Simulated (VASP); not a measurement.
# CuO (Cc) in VASP: further runs

The runs below take CuO through single point, with LDA+U.

Everything below comes from runs of VASP 6.6.1. Logs are shortened: lines on timing, memory, paths and dates and some standing lists are left out, and cuts for length are marked.

**1. The cell of the first run**

The structure is monoclinic, space group Cc (No. 9). Conventional cell: a = 4.689 Å, b = 3.427 Å, c = 5.132 Å, α = 90.00°, β = 99.65°, γ = 90.00°. Within 2.5 Å of Cu (site symmetry 1) lie 4 O at 1.91 to 2.02 Å. Within 2.5 Å of O (site symmetry 1) lie 4 Cu at 1.91 to 2.02 Å.

**2. Single point, LDA+U, collinear spin**

INCAR

```
ALGO = Normal
EDIFF = 1E-6
ENCUT = 700
GGA_COMPAT = F
ISIF = 2
ISMEAR = 0
ISPIN = 2
LASPH = T
LCHARG = F
LDAU = T
LDAUJ = 0 0
LDAUL = 2 -1
LDAUPRINT = 1
LDAUTYPE = 2
LDAUU = 8 0
LMAXMIX = 4
LORBIT = 11
LREAL = F
LWAVE = F
MAGMOM = 0.6 -0.6 0 0
NBANDS = 37
NELM = 200
PREC = Accurate
SIGMA = 0.05
```

KPOINTS

```
k-points
0
Gamma
  7 7 4
```

POSCAR

```
CuO
1.0
    2.3446497600     -1.7133998200      0.0000000000
    2.3446497600      1.7133998200      0.0000000000
   -0.8605499100      0.0000000000      5.0594394800
Cu O
2 2
Direct
    0.0032000000      0.4968000000      0.0000000000
    0.4968000000      0.0032000000      0.5000000000
    0.5714000000      0.4056000000      0.2537000000
    0.4056000000      0.5714000000      0.7537000000
```

Potentials or basis: VASP PAW LDA potentials, release 64 (Cu_sv_GW, O).

Run with:

```
$ cat potpaw_LDA.64/Cu_sv_GW/POTCAR potpaw_LDA.64/O/POTCAR > POTCAR
$ mpirun -np 1 vasp_std > vasp.out
```

OUTCAR:

```text
EDIFF = 1E-6
   ENCUT = 700
   ISIF = 2
   ISMEAR = 0
   ISPIN = 2
   LASPH = T
   LORBIT = 11
   LREAL = F
   NELM = 200
   PREC = Accurate

 ion  position               nearest neighbor table
   1  0.003  0.497  0.000-   4 1.91   3 1.93   4 1.98   3 2.02
   2  0.497  0.003  0.500-   3 1.91   4 1.93   3 1.98   4 2.02
   3  0.571  0.406  0.254-   2 1.91   1 1.93   2 1.98   1 2.02
   4  0.406  0.571  0.754-   1 1.91   2 1.93   1 1.98   2 2.02

  LATTYP: Found a base centered monoclinic cell.
 ALAT       =     4.6892995200
 B/A-ratio  =     0.7307700490
 C/A-ratio  =     1.0944283419
 COS(beta)  =    -0.1676798045

  Lattice vectors:

 A1 = (   2.3446497600,  -1.7133998200,   0.0000000000)
 A2 = (   2.3446497600,   1.7133998200,   0.0000000000)
 A3 = (  -0.8605499100,   0.0000000000,   5.0594394800)

Analysis of symmetry for initial positions (statically):
=====================================================================
 Subroutine PRICEL returns:
 Original cell was already a primitive cell.

 Routine SETGRP: Setting up the symmetry group for a
 base centered monoclinic supercell.

 Subroutine GETGRP returns: Found  2 space group operations
 (whereof  1 operations were pure point group operations)
 out of a pool of  4 trial point group operations.

The static configuration has the point symmetry C_1 .
 The point group associated with its full space group is C_1h.

Analysis of symmetry for dynamics (positions and initial velocities):
=====================================================================
 Subroutine PRICEL returns:
 Original cell was already a primitive cell.

 Routine SETGRP: Setting up the symmetry group for a
 base centered monoclinic supercell.

 Subroutine GETGRP returns: Found  2 space group operations
 (whereof  1 operations were pure point group operations)
 out of a pool of  4 trial point group operations.
[... 224 lines left out ...]
  o =  0.9547  v = -0.0429  0.5781 -0.3464 -0.5704 -0.4675  0.0000  0.0000  0.0000  0.0000  0.0000      0.0000  0.0000  0.0000  0.0000  0.0000  0.0000  0.0000  0.0000  0.0000  0.0000
  o =  0.9553  v = -0.1510  0.5182 -0.1047 -0.0812  0.8313  0.0000  0.0000  0.0000  0.0000  0.0000      0.0000  0.0000  0.0000  0.0000  0.0000  0.0000  0.0000  0.0000  0.0000  0.0000
  o =  0.9560  v =  0.0000  0.0000  0.0000  0.0000  0.0000 -0.0521 -0.1833  0.2055  0.4314  0.8575      0.0000  0.0000  0.0000  0.0000  0.0000  0.0000  0.0000  0.0000  0.0000  0.0000
  o =  0.9566  v =  0.0000  0.0000  0.0000  0.0000  0.0000 -0.1340  0.7754 -0.2784 -0.3682  0.4095      0.0000  0.0000  0.0000  0.0000  0.0000  0.0000  0.0000  0.0000  0.0000  0.0000
  o =  0.9609  v = -0.4719  0.2123  0.8327 -0.1502 -0.1278  0.0000  0.0000  0.0000  0.0000  0.0000      0.0000  0.0000  0.0000  0.0000  0.0000  0.0000  0.0000  0.0000  0.0000  0.0000
  o =  0.9625  v =  0.0000  0.0000  0.0000  0.0000  0.0000  0.4836 -0.2180 -0.8300  0.1248  0.1189      0.0000  0.0000  0.0000  0.0000  0.0000  0.0000  0.0000  0.0000  0.0000  0.0000
  o =  0.9943  v =  0.0000  0.0000  0.0000  0.0000  0.0000 -0.1000 -0.5373  0.0035 -0.7906  0.2760      0.0000  0.0000  0.0000  0.0000  0.0000  0.0000  0.0000  0.0000  0.0000  0.0000

 number of electron      49.9999991 magnetization       0.0000000

 Free energy of the ion-electron system (eV)
  ---------------------------------------------------
  ext. energy  EPLUGINS =         0.00000000
  ---------------------------------------------------
  free energy    TOTEN  =       -17.60467354 eV

  energy without entropy =      -17.60467354  energy(sigma->0) =      -17.60467354

 E-fermi :   5.1046     XC(G=0): -12.7825

 val. band max:        4.5816557726   @ k =   0.0000   0.0000   0.0000
 cond. band min:       6.2549815867   @ k =   0.2857   0.1429   0.5000
 fundamental gap:      1.6733258141
 Fermi energy:         5.1045545459

 spin component 1

 k-point     1 :       0.0000    0.0000    0.0000
  band No.  band energies     occupation
      1    -106.3700      1.00000
      2    -105.4976      1.00000
      3     -64.7571      1.00000
      4     -64.7414      1.00000
      5     -63.6750      1.00000
      6     -63.6739      1.00000
[... 1913 lines left out ...]
     36      23.1160      0.00000
     37      25.0032      0.00000

 [... further k-points ...]

------------------------ aborting loop because EDIFF is reached ----------------------------------------

  FORCE on cell =-STRESS in cart. coord.  units (eV):
  Direction    XX          YY          ZZ          XY          YZ          ZX
  --------------------------------------------------------------------------------------
  -------------------------------------------------------------------------------------
  Total       -2.9669796     -2.5555328     -2.9985872      0.0000000      0.0000000      0.1511435
  in kB     -116.9381054   -100.7216752   -118.1838580      0.0000000      0.0000000      5.9570448
  external PRESSURE =    -111.9478795 kB  Pullay stress =       0.0000000 kB

 VOLUME and BASIS-vectors are now :
 -----------------------------------------------------------------------------
  energy-cutoff  :      700.00
  volume of cell :       40.65
      direct lattice vectors                 reciprocal lattice vectors
     2.344649760 -1.713399820  0.000000000     0.213251467 -0.291817470  0.036271514
     2.344649760  1.713399820  0.000000000     0.213251467  0.291817470  0.036271514
    -0.860549910  0.000000000  5.059439480     0.000000000  0.000000000  0.197650353

 POSITION                                       TOTAL-FORCE (eV/Angst)
 -----------------------------------------------------------------------------------
      1.17232      0.84573      0.00000        -0.624740      0.282229      0.273858
      0.74205     -0.84573      2.52972        -0.624740     -0.282229      0.273858
      2.07240     -0.28408      1.28358         0.624740      0.126000     -0.273858
      1.64213      0.28408      3.81330         0.624740     -0.126000     -0.273858
 -----------------------------------------------------------------------------------
    total drift:                               -0.003120      0.000000     -0.000533

  FREE ENERGIE OF THE ION-ELECTRON SYSTEM (eV)
  ---------------------------------------------------
  free  energy   TOTEN  =       -17.6046735433 eV

  energy  without entropy=      -17.6046735433  energy(sigma->0) =      -17.60467354

 total charge

# of ion       s       p       d       f       tot
--------------------------------------------------
    1        2.244   6.389   8.881   0.013  17.527
    2        2.244   6.389   8.881   0.013  17.527
    3        1.540   3.439   0.000   0.000   4.980
    4        1.540   3.439   0.000   0.000   4.980
--------------------------------------------------
tot          7.570  19.657  17.762   0.025  45.014

 magnetization (x)

# of ion       s       p       d       f       tot
--------------------------------------------------
    1       -0.002  -0.004   0.718   0.000   0.712
    2        0.002   0.004  -0.718  -0.000  -0.712
    3       -0.000  -0.002   0.000   0.000  -0.002
    4        0.000   0.002   0.000   0.000   0.002
--------------------------------------------------
tot          0.000   0.000   0.000   0.000   0.000
```

It took 3.1 min on 1 thread of Intel Xeon 6975P-C (Granite Rapids), shared host; peak memory 0.33 GiB.

What came out:

* Free energy: -17.6047 eV
* Pressure: -11.2 GPa
* Largest force: 0.738 eV/Å
* Band gap on the k mesh: 1.67 eV (least direct gap 1.89 eV)
* Net moment: 0.00 μB per cell
* Site moments: Cu +0.71, -0.71; O -0.00, +0.00 μB
* Valence electrons inside the program's atomic spheres: Cu 17.53; O 4.98

Forces in eV/Å, atoms in the order of the input:
```
Cu  -0.625  0.282  0.274
Cu  -0.625 -0.282  0.274
O    0.625  0.126 -0.274
O    0.625 -0.126 -0.274
```

Eigenvalues of the final occupation matrices:
```
    site  spin  trace               eigenvalues
site 1 d     1   4.81  0.94 0.96 0.96 0.96 0.99
site 1 d     2   4.10  0.28 0.94 0.95 0.96 0.96
site 2 d     1   4.10  0.28 0.94 0.95 0.96 0.96
site 2 d     2   4.81  0.94 0.96 0.96 0.96 0.99
```

Caveat: the cell stands under tension; an odd mesh through Γ misses points on the zone boundary, where band edges can lie.

**3. Single point, LDA+U, collinear spin**

INCAR

```
PREC = Accurate
ENCUT = 700
EDIFF = 1E-6
ISMEAR = 0
SIGMA = 0.05
LREAL = False
LASPH = True
NELM = 200
ALGO = Normal
ISIF = 2
LWAVE = False
LCHARG = False
ISPIN = 2
MAGMOM = 0.55 -0.55 0 0
LORBIT = 11
LMAXMIX = 4
LDAU = True
LDAUTYPE = 2
LDAUL = 2 -1
LDAUU = 8 0
LDAUJ = 0 0
LDAUPRINT = 1
GGA = CA
NBANDS = 37
GGA_COMPAT = False
```

KPOINTS

```
regular mesh
0
Gamma
  7 7 4
```

POSCAR is that of step 2.

Potentials or basis: VASP PAW LDA potentials, release 64 (Cu_sv_GW, O).

Run with:

```
$ cat potpaw_LDA.64/Cu_sv_GW/POTCAR potpaw_LDA.64/O/POTCAR > POTCAR
$ mpirun -np 1 vasp_std > vasp.out
```

OUTCAR:

```text
PREC = Accurate
   ENCUT = 700
   EDIFF = 1E-6
   ISMEAR = 0
   LREAL = False
   LASPH = True
   NELM = 200
   ISIF = 2
   ISPIN = 2
   LORBIT = 11
   GGA = CA

 ion  position               nearest neighbor table
   1  0.003  0.497  0.000-   4 1.91   3 1.93   4 1.98   3 2.02
   2  0.497  0.003  0.500-   3 1.91   4 1.93   3 1.98   4 2.02
   3  0.571  0.406  0.254-   2 1.91   1 1.93   2 1.98   1 2.02
   4  0.406  0.571  0.754-   1 1.91   2 1.93   1 1.98   2 2.02

[... 2230 lines left out ...]
     2.344649760 -1.713399820  0.000000000     0.213251467 -0.291817470  0.036271514
     2.344649760  1.713399820  0.000000000     0.213251467  0.291817470  0.036271514
    -0.860549910  0.000000000  5.059439480     0.000000000  0.000000000  0.197650353

 POSITION                                       TOTAL-FORCE (eV/Angst)
 -----------------------------------------------------------------------------------
      1.17232      0.84573      0.00000        -0.624429      0.281912      0.273809
      0.74205     -0.84573      2.52972        -0.624429     -0.281912      0.273809
      2.07240     -0.28408      1.28358         0.624429      0.126071     -0.273809
      1.64213      0.28408      3.81330         0.624429     -0.126071     -0.273809
 -----------------------------------------------------------------------------------
    total drift:                               -0.002032      0.000000     -0.000675

  FREE ENERGIE OF THE ION-ELECTRON SYSTEM (eV)
  ---------------------------------------------------
  free  energy   TOTEN  =       -17.6046734500 eV

  energy  without entropy=      -17.6046734500  energy(sigma->0) =      -17.60467345

 total charge

# of ion       s       p       d       f       tot
--------------------------------------------------
    1        2.244   6.389   8.881   0.013  17.527
    2        2.244   6.389   8.881   0.013  17.527
    3        1.540   3.439   0.000   0.000   4.980
    4        1.540   3.439   0.000   0.000   4.980
--------------------------------------------------
tot          7.570  19.657  17.762   0.025  45.014

 magnetization (x)

# of ion       s       p       d       f       tot
--------------------------------------------------
    1       -0.002  -0.004   0.718   0.000   0.712
    2        0.002   0.004  -0.718  -0.000  -0.712
    3       -0.000  -0.002   0.000   0.000  -0.002
    4        0.000   0.002   0.000   0.000   0.002
--------------------------------------------------
tot          0.000   0.000   0.000   0.000   0.000
```

OSZICAR:

```text
N       E                     dE             d eps       ncg     rms          rms(c)
DAV:   1     0.992352995296E+03    0.99235E+03   -0.37041E+04 14486   0.489E+03
DAV:   2     0.773588026542E+02   -0.91499E+03   -0.86706E+03 15463   0.129E+03
DAV:   3    -0.142276486539E+02   -0.91586E+02   -0.89850E+02 16838   0.438E+02
DAV:   4    -0.187711170524E+02   -0.45435E+01   -0.45389E+01 15152   0.836E+01
DAV:   5    -0.189996623178E+02   -0.22855E+00   -0.22852E+00 14816   0.198E+01    0.125E+01
DAV:   6    -0.176542754390E+02    0.13454E+01   -0.19557E+01 16686   0.234E+02    0.651E+00
DAV:   7    -0.174424554491E+02    0.21182E+00   -0.36664E+00 14779   0.115E+02    0.348E+00
DAV:   8    -0.175605920787E+02   -0.11814E+00   -0.27915E-01 17620   0.310E+01    0.219E+00
DAV:   9    -0.176168699509E+02   -0.56278E-01   -0.24466E-01 17352   0.459E+01    0.166E+00
DAV:  10    -0.176095543384E+02    0.73156E-02   -0.57810E-02 16320   0.121E+01    0.699E-01
DAV:  11    -0.176043935131E+02    0.51608E-02   -0.20308E-02 16790   0.808E+00    0.121E-01
DAV:  12    -0.176045419781E+02   -0.14846E-03   -0.19868E-03 15032   0.612E-01    0.805E-02
DAV:  13    -0.176046101835E+02   -0.68205E-04   -0.17065E-04 15886   0.565E-01    0.500E-02
DAV:  14    -0.176046551723E+02   -0.44989E-04   -0.55010E-05 14577   0.602E-01    0.201E-02
DAV:  15    -0.176046701245E+02   -0.14952E-04   -0.29248E-05 15180   0.319E-01    0.649E-03
DAV:  16    -0.176046725512E+02   -0.24268E-05   -0.40756E-06  8476   0.936E-02    0.373E-03
DAV:  17    -0.176046734500E+02   -0.89875E-06   -0.88068E-07  6610   0.754E-02
   1 F= -.17604673E+02 E0= -.17604673E+02  d E =-.107689E-58  mag=     0.0000
```

stdout:

```text
POSCAR found type information on POSCAR CuO
 POSCAR found :  2 types and       4 ions
 scaLAPACK will be used
 LDA part: xc-table for (Slater(with rela. corr.)+CA(PZ))
 , standard interpolation
 POSCAR, INCAR and KPOINTS ok, starting setup
 FFT: planning ... GRIDC
 FFT: planning ... GRID_SOFT
 FFT: planning ... GRID
 WAVECAR not read
 entering main loop
```

Wall time 2.9 min (1 thread of Intel Xeon 6975P-C (Granite Rapids), shared host); peak memory 0.32 GiB.

Results:

- Free energy: -17.6047 eV
- Pressure: -11.2 GPa
- Largest force: 0.738 eV/Å
- Band gap on the k mesh: 1.67 eV (least direct gap 1.89 eV)
- Net moment: 0.00 μB per cell
- Site moments: Cu +0.71, -0.71; O -0.00, +0.00 μB
- Valence electrons inside the program's atomic spheres: Cu 17.53; O 4.98

Forces in eV/Å, atoms in the order of the input:
```
Cu  -0.624  0.282  0.274
Cu  -0.624 -0.282  0.274
O    0.624  0.126 -0.274
O    0.624 -0.126 -0.274
```

Stress tensor (GPa, compression positive):
```
-11.71   0.00   0.60
  0.00 -10.09   0.00
  0.60   0.00 -11.84
```

Eigenvalues of the final occupation matrices:
```tsv
site	spin	trace	eigenvalues
site 1 d	1	4.81	0.94 0.96 0.96 0.96 0.99
site 1 d	2	4.10	0.28 0.94 0.95 0.96 0.96
site 2 d	1	4.10	0.28 0.94 0.95 0.96 0.96
site 2 d	2	4.81	0.94 0.96 0.96 0.96 0.99
```

Caveat: the cell stands under tension; an odd mesh through Γ misses points on the zone boundary, where band edges can lie.

**4. Single point, LDA+U, collinear spin**

INCAR

```
SYSTEM = CuO
  PREC = Accurate
  ENCUT = 520
  EDIFF = 1E-7
  ISMEAR = 0
  SIGMA = 0.05
  LREAL = .False.
  LASPH = .True.
  NELM = 150
  ALGO = Normal
  ISIF = 2
  LWAVE = .False.
  LCHARG = .True.
  ISPIN = 2
  MAGMOM = 1 1 0 0
  LORBIT = 11
  LMAXMIX = 4
  LDAU = .True.
  LDAUTYPE = 2
  LDAUL = 2 -1
  LDAUU = 8 0
  LDAUJ = 0 0
  LDAUPRINT = 1
  LELF = .True.
  LVHAR = .True.
  NBANDS = 29
```

KPOINTS

```
Automatic mesh
0
Gamma
  7 7 4
  0 0 0
```

POSCAR is that of step 3.

Potentials or basis: VASP PAW LDA potentials, release 64 (Cu, O).

Run with:

```
$ cat potpaw_LDA.64/Cu/POTCAR potpaw_LDA.64/O/POTCAR > POTCAR
$ mpirun -np 1 vasp_std > vasp.out
```

Wall time 62 s (1 thread of Intel Xeon 6975P-C (Granite Rapids), shared host); peak memory 0.22 GiB.

It converged, with:

| Property | Result |
| --- | --- |
| Free energy | -18.7831 eV |
| Pressure | -13.8 GPa |
| Largest force | 0.674 eV/Å |
| Band gap on the k mesh | 0.91 eV (least direct gap 0.94 eV) |
| Net moment | 2.00 μB per cell |
| Site moments | Cu +0.71; O +0.26 μB |
| Valence electrons inside the program's atomic spheres | Cu 9.96; O 4.97 |

Forces on the atoms (eV/Å):
```
Cu  -0.580  0.222  0.243
Cu  -0.580 -0.222  0.243
O    0.580  0.243 -0.243
O    0.580 -0.243 -0.243
```

Stress tensor (GPa, compression positive):
```
-14.83   0.00   1.68
  0.00 -11.09   0.00
  1.68   0.00 -15.57
```

Levels at points of the mesh, in eV from the valence-band top:
Spin up:
```
           k point  band 15  band 16  band 17  band 18  band 19  band 20  band 21  band 22
(0.00, 0.00, 0.00)    -2.14    -1.73    -0.53    -0.11     1.91     6.70     8.39    13.89
(0.00, 0.00, 0.50)    -1.69    -1.69    -0.65    -0.65     4.25     4.25    11.95    11.95
```
Spin down:
| k point | band 13 | band 14 | band 15 | band 16 | band 17 | band 18 | band 19 | band 20 |
| --- | --- | --- | --- | --- | --- | --- | --- | --- |
| (0.00, 0.00, 0.00) | -2.69 | -1.76 | -1.68 | -1.22 | 1.95 | 2.18 | 2.79 | 6.84 |
| (0.00, 0.00, 0.50) | -3.15 | -3.15 | -1.24 | -1.24 | 2.24 | 2.24 | 4.52 | 4.52 |

Eigenvalues of the final occupation matrices:
```csv
site,spin,trace,eigenvalues
site 1 d,1,4.96,0.97 0.98 0.98 0.99 1.04
site 1 d,2,4.25,0.35 0.97 0.98 0.98 0.98
site 2 d,1,4.96,0.97 0.98 0.98 0.99 1.04
site 2 d,2,4.25,0.35 0.97 0.98 0.98 0.98
```

Caveat: the cell stands under tension; an odd mesh through Γ misses points on the zone boundary, where band edges can lie.
